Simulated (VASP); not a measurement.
**GaN: single point with PBE**

The system is GaN.

```
CELL_PARAMETERS angstrom
3.21426 -0.00528 -0.03328
-1.61170 2.82308 0.02578
-0.05422 0.01720 5.22218
ATOMIC_POSITIONS crystal
Ga 0.33215 0.66681 0.99752
Ga 0.66392 0.34007 0.49454
N 0.32436 0.66287 0.37834
N 0.67958 0.33026 0.87960
```

This cell differs from its parent crystal: atoms moved at random and the cell strained at random.

```yaml
Program: VASP 6.6.1
Task: single point
Functional: PBE
Potentials_or_basis: VASP PAW PBE potentials, release 64 (Ga_d, N)
Cutoff: 520 eV
k_mesh: 12 × 12 × 6
Occupations: gaussian, width 0.05 eV
Spin: no spin polarisation
Dipole_correction: no
Further_INCAR_settings: ALGO = Normal; EDIFF = 1e-06; NBANDS = 26
```

```json
{
 "Pressure": "-0.5 GPa",
 "Largest force": "0.858 eV/Å",
 "Band gap on the k mesh": "1.62 eV"
}
```

Forces in eV/Å, atoms in the order of the input:
```
Ga   0.627  0.050  0.097
Ga   0.130 -0.454  0.457
N    0.018  0.449 -0.193
N   -0.776 -0.045 -0.361
```

Stress tensor (GPa, compression positive):
```
 1.86  2.05  2.77
 2.05 -3.05 -0.95
 2.77 -0.95 -0.35
```

Levels at points of the mesh, in eV from the valence-band top:
```tsv
k point	band 15	band 16	band 17	band 18	band 19	band 20	band 21	band 22
(0.00, 0.00, 0.00)	-1.04	-0.13	-0.08	0.00	1.62	3.82	8.95	9.41
(0.50, 0.00, 0.00)	-3.91	-2.76	-2.20	-1.10	4.70	5.25	6.29	8.29
(0.00, 0.50, 0.00)	-4.09	-2.66	-2.03	-1.03	4.94	5.31	5.97	8.20
(0.50, 0.50, 0.00)	-4.06	-2.79	-1.96	-1.12	4.79	5.19	5.76	8.24
(0.00, 0.00, 0.50)	-0.75	-0.72	-0.58	-0.42	3.88	3.94	8.16	8.26
(0.50, 0.00, 0.50)	-2.08	-1.94	-1.81	-1.64	4.13	4.19	7.40	7.58
(0.00, 0.50, 0.50)	-2.02	-1.88	-1.82	-1.71	4.29	4.34	7.41	7.46
(0.50, 0.50, 0.50)	-2.06	-2.03	-1.90	-1.71	4.27	4.38	7.21	7.42
```

Wall time 7.3 min on 1 thread of Oxide Virtual Turin-like Processor, with other jobs on the host, peak memory 0.47 GiB.

Caveat: the cell differs from its parent crystal (atoms moved at random and the cell strained at random).
